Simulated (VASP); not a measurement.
# Ir (Fm-3m) in VASP: single point with PBE

Aim: the single point of Ir with PBE.

Everything below comes from runs of VASP 6.6.1. Logs are shortened: lines on timing, memory, paths and dates and some standing lists are left out, and cuts for length are marked.

## 1. The cell of the first run

Symmetry: Fm-3m, No. 225, cubic system. The conventional cell has a = 3.850 Å, b = 3.850 Å, c = 3.850 Å, α = 90.00°, β = 90.00°, γ = 90.00°. Within 3.6 Å of Ir (site symmetry m-3m) lie 12 Ir at 2.72 Å.

## 2. Single point, PBE, non-collinear spin, typed start, spin-orbit coupling

File INCAR:

```
ALGO = Normal ; EDIFF = 1E-7
ENCUT = 520 ; GGA = PE
GGA_COMPAT = F ; ISIF = 2
ISMEAR = -1 ; LASPH = T
LCHARG = F ; LMAXMIX = 4
LORBIT = 11 ; LORBMOM = T
LREAL = F ; LSORBIT = T
LWAVE = F ; MAGMOM = -0.707 0 0.707 -0.707 0 0.707
NBANDS = 30 ; NELM = 150
PREC = Accurate ; SIGMA = 0.1375
```

File KPOINTS:

```
k-points
0
Gamma
  9 9 9
```

File POSCAR:

```
Ir
1.0
   -1.9248688900     -3.8497377800     -1.9248688900
   -1.9248688900      0.0000000000     -1.9248688900
    1.9248688900      0.0000000000     -1.9248688900
Ir
2
Direct
    0.0000000000      0.0000000000      0.0000000000
    0.5000000000      0.0000000000      0.5000000000
```

Potentials or basis: VASP PAW PBE potentials, release 64 (Ir).

Started as:

```sh
> cat potpaw_PBE.64/Ir/POTCAR > POTCAR
> mpirun -np 1 vasp_ncl > vasp.out
```

OUTCAR:

```text
EDIFF = 1E-7
   ENCUT = 520
   GGA = PE
   ISIF = 2
   ISMEAR = -1
   LASPH = T
   LORBIT = 11
   LREAL = F
   LSORBIT = T
   NELM = 150
   PREC = Accurate

 ion  position               nearest neighbor table
   1  0.000  0.000  0.000-   2 2.72   2 2.72   2 2.72   2 2.72   2 2.72   2 2.72   2 2.72   2 2.72

   2  0.500  0.000  0.500-   1 2.72   1 2.72   1 2.72   1 2.72   1 2.72   1 2.72   1 2.72   1 2.72

  LATTYP: Found a simple tetragonal cell.
 ALAT       =     2.7221756900
 C/A-ratio  =     1.4142135624

  Lattice vectors:

 A1 = (  -1.9248688900,   0.0000000000,  -1.9248688900)
 A2 = (   1.9248688900,   0.0000000000,  -1.9248688900)
 A3 = (   0.0000000000,  -3.8497377800,   0.0000000000)

Analysis of symmetry for initial positions (statically):
=====================================================================
 Subroutine PRICEL returns following result:

  LATTYP: Found a face centered cubic cell.
 ALAT       =     3.8497377800
[... 12 lines left out ...]
 Subroutine GETGRP returns: Found 16 space group operations
 (whereof 16 operations were pure point group operations)
 out of a pool of 16 trial point group operations.

The static configuration has the point symmetry D_4h.

Analysis of symmetry for dynamics (positions and initial velocities):
=====================================================================
 Subroutine PRICEL returns following result:

  LATTYP: Found a face centered cubic cell.
 ALAT       =     3.8497377800
[... 12 lines left out ...]
 Subroutine GETGRP returns: Found 16 space group operations
 (whereof 16 operations were pure point group operations)
 out of a pool of 16 trial point group operations.

The dynamic configuration has the point symmetry D_4h.

Analysis of structural, dynamic, and magnetic symmetry:
=====================================================================
 Subroutine PRICEL returns following result:

  LATTYP: Found a face centered cubic cell.
 ALAT       =     3.8497377800
[... 12 lines left out ...]
 Subroutine GETGRP returns: Found  4 space group operations
 (whereof  4 operations were pure point group operations)
 out of a pool of 16 trial point group operations.

The overall configuration has the point symmetry C_2h.

 Subroutine INISYM returns: Found  4 space group operations
 (whereof  4 operations are pure point group operations),
 and found     2 'primitive' translations

----------------------------------------------------------------------------------------

                                     Primitive cell

  volume of cell :      14.2637

  direct lattice vectors                    reciprocal lattice vectors
     0.000000000 -1.924868890 -1.924868890    -0.259757952 -0.259757952 -0.259757952
     1.924868890  0.000000000 -1.924868890     0.259757952  0.259757952 -0.259757952
     1.924868890 -1.924868890  0.000000000     0.259757952 -0.259757952  0.259757952

  length of vectors
     2.722175690  2.722175690  2.722175690     0.449913970  0.449913970  0.449913970

  position of ions in fractional coordinates (direct lattice)
     0.000000000  0.000000000  0.000000000

  ion indices of the primitive-cell ions
   primitive index   ion index
                 1           1

----------------------------------------------------------------------------------------

 KPOINTS: k-points

Automatic generation of k-mesh.
 Grid dimensions read from file:
 generate k-points for:    9    9    9

 Generating k-lattice:

  Cartesian coordinates                     Fractional coordinates (reciprocal lattice)
     0.000000000 -0.028861995  0.000000000     0.111111111  0.000000000  0.000000000
    -0.028861995  0.028861995 -0.028861995     0.000000000  0.111111111  0.000000000
     0.028861995  0.000000000 -0.028861995     0.000000000  0.000000000  0.111111111

  Length of vectors
     0.028861995  0.049990441  0.040817024

  Shift w.r.t. Gamma in fractional coordinates (k-lattice)
     0.000000000  0.000000000  0.000000000

[... 88 lines left out ...]
 number of electron      17.9999997 magnetization       0.0000805      0.0000000     -0.0000805

 Free energy of the ion-electron system (eV)
  ---------------------------------------------------
  ext. energy  EPLUGINS =         0.00000000
  ---------------------------------------------------
  free energy    TOTEN  =       -18.53517124 eV

  energy without entropy =      -18.42832852  energy(sigma->0) =      -18.48174988

 E-fermi :  10.2779     XC(G=0): -13.9386

 val. band max:       10.2423529506   @ k =  -0.2222  -0.1111   0.1111
 cond. band min:      10.3049717399   @ k =   0.1111  -0.3333  -0.1111
 fundamental gap:      0.0626187894
 Fermi energy:        10.2778771328

 k-point     1 :       0.0000    0.0000    0.0000
  band No.  band energies     occupation
      1      -0.7631      1.00000
      2      -0.7631      1.00000
      3       2.4217      1.00000
      4       2.4218      1.00000
      5       2.9894      1.00000
      6       2.9894      1.00000
[... 781 lines left out ...]
     29      25.4214      0.00000
     30      25.4216      0.00000

 [... further k-points ...]

------------------------ aborting loop because EDIFF is reached ----------------------------------------

  FORCE on cell =-STRESS in cart. coord.  units (eV):
  Direction    XX          YY          ZZ          XY          YZ          ZX
  --------------------------------------------------------------------------------------
  -------------------------------------------------------------------------------------
  Total        1.4145121      1.3654480      1.4145121      0.0000235      0.0000235      0.0000090
  in kB       79.4426627     76.6870944     79.4426627      0.0013180      0.0013170      0.0005071
  external PRESSURE =      78.5241400 kB  Pullay stress =       0.0000000 kB

 VOLUME and BASIS-vectors are now :
 -----------------------------------------------------------------------------
  energy-cutoff  :      520.00
  volume of cell :       28.53
      direct lattice vectors                 reciprocal lattice vectors
    -1.924868890 -3.849737780 -1.924868890     0.000000000 -0.259757952  0.000000000
    -1.924868890  0.000000000 -1.924868890    -0.259757952  0.259757952 -0.259757952
     1.924868890  0.000000000 -1.924868890     0.259757952  0.000000000 -0.259757952

 POSITION                                       TOTAL-FORCE (eV/Angst)
 -----------------------------------------------------------------------------------
      0.00000      0.00000      0.00000         0.000000      0.000000      0.000000
      0.00000     -1.92487     -1.92487        -0.000000      0.000000     -0.000000
 -----------------------------------------------------------------------------------
    total drift:                                0.000000     -0.000000     -0.000000

  FREE ENERGIE OF THE ION-ELECTRON SYSTEM (eV)
  ---------------------------------------------------
  free  energy   TOTEN  =       -18.5351712363 eV

  energy  without entropy=      -18.4283285237  energy(sigma->0) =      -18.48174988

 orbital moment (x)

 # of ion     p       d       tot
 ----------------------------------------
  1         0.000   0.000   0.000
  2         0.000   0.000   0.000
 ----------------------------------------
            0.000   0.000   0.000

 orbital moment (y)

 # of ion     p       d       tot
 ----------------------------------------
  1         0.000  -0.000  -0.000
  2        -0.000   0.000   0.000
 ----------------------------------------
           -0.000   0.000   0.000

 orbital moment (z)

 # of ion     p       d       tot
 ----------------------------------------
  1        -0.000  -0.000  -0.000
  2        -0.000  -0.000  -0.000
 ----------------------------------------
           -0.000  -0.000  -0.000

 Spin-Orbit-Coupling matrix elements

 Ion:    1  E_soc:     -0.7776259
 l=   1
     0.0000000    -0.0383872    -0.0383872
    -0.0383872     0.0000000    -0.0384486
    -0.0383872    -0.0384486     0.0000000
 l=   2
     0.0000000    -0.0154213     0.0000000    -0.0155710    -0.0755536
    -0.0154213     0.0000000    -0.0563640    -0.0155710    -0.0191896
     0.0000000    -0.0563640     0.0000000    -0.0569396     0.0000000
    -0.0155710    -0.0155710    -0.0569396     0.0000000    -0.0189799
    -0.0755536    -0.0191896     0.0000000    -0.0189799     0.0000000
 l=   3
     0.0000000     0.0000000     0.0000000     0.0000000     0.0000000     0.0000000     0.0000000
     0.0000000     0.0000000     0.0000000     0.0000000     0.0000000     0.0000000     0.0000000
     0.0000000     0.0000000     0.0000000     0.0000000     0.0000000     0.0000000     0.0000000
     0.0000000     0.0000000     0.0000000     0.0000000     0.0000000     0.0000000     0.0000000
     0.0000000     0.0000000     0.0000000     0.0000000     0.0000000     0.0000000     0.0000000
     0.0000000     0.0000000     0.0000000     0.0000000     0.0000000     0.0000000     0.0000000
     0.0000000     0.0000000     0.0000000     0.0000000     0.0000000     0.0000000     0.0000000

 Ion:    2  E_soc:     -0.7776259
 l=   1
     0.0000000    -0.0383872    -0.0383872
    -0.0383872     0.0000000    -0.0384486
    -0.0383872    -0.0384486     0.0000000
 l=   2
     0.0000000    -0.0154213     0.0000000    -0.0155710    -0.0755536
    -0.0154213     0.0000000    -0.0563640    -0.0155710    -0.0191896
     0.0000000    -0.0563640     0.0000000    -0.0569396     0.0000000
    -0.0155710    -0.0155710    -0.0569396     0.0000000    -0.0189799
    -0.0755536    -0.0191896     0.0000000    -0.0189799     0.0000000
 l=   3
     0.0000000     0.0000000     0.0000000     0.0000000     0.0000000     0.0000000     0.0000000
     0.0000000     0.0000000     0.0000000     0.0000000     0.0000000     0.0000000     0.0000000
     0.0000000     0.0000000     0.0000000     0.0000000     0.0000000     0.0000000     0.0000000
     0.0000000     0.0000000     0.0000000     0.0000000     0.0000000     0.0000000     0.0000000
     0.0000000     0.0000000     0.0000000     0.0000000     0.0000000     0.0000000     0.0000000
     0.0000000     0.0000000     0.0000000     0.0000000     0.0000000     0.0000000     0.0000000
     0.0000000     0.0000000     0.0000000     0.0000000     0.0000000     0.0000000     0.0000000

 total charge

# of ion       s       p       d       tot
------------------------------------------
    1        0.670   0.744   6.962   8.375
    2        0.670   0.744   6.962   8.375
--------------------------------------------------
tot          1.339   1.487  13.925  16.751

 magnetization (x)

# of ion       s       p       d       tot
------------------------------------------
    1       -0.000  -0.000   0.000   0.000
    2       -0.000  -0.000   0.000   0.000
--------------------------------------------------
tot         -0.000  -0.000   0.000   0.000

 magnetization (y)

# of ion       s       p       d       tot
------------------------------------------
    1        0.000   0.000   0.000   0.000
    2        0.000   0.000   0.000   0.000
--------------------------------------------------
tot          0.000   0.000   0.000   0.000

 magnetization (z)

# of ion       s       p       d       tot
------------------------------------------
    1        0.000   0.000  -0.000  -0.000
    2        0.000   0.000  -0.000  -0.000
--------------------------------------------------
tot          0.000   0.000  -0.000  -0.000
```

Wall time 3.7 min (1 thread of Intel Xeon Platinum 8259CL at 2.50GHz (Skylake/Cascade Lake), shared host); peak memory 0.37 GiB.

What came out:

- Free energy: -18.5352 eV
- Pressure: 7.9 GPa
- Net moment: 0.00 μB per cell
- Valence electrons inside the program's atomic spheres: Ir 8.38

Moments on the atoms (μB; x, y, z):
```
Ir  0.00 0.00 0.00
Ir  0.00 0.00 0.00
```

Caveat: the cell stands under pressure.
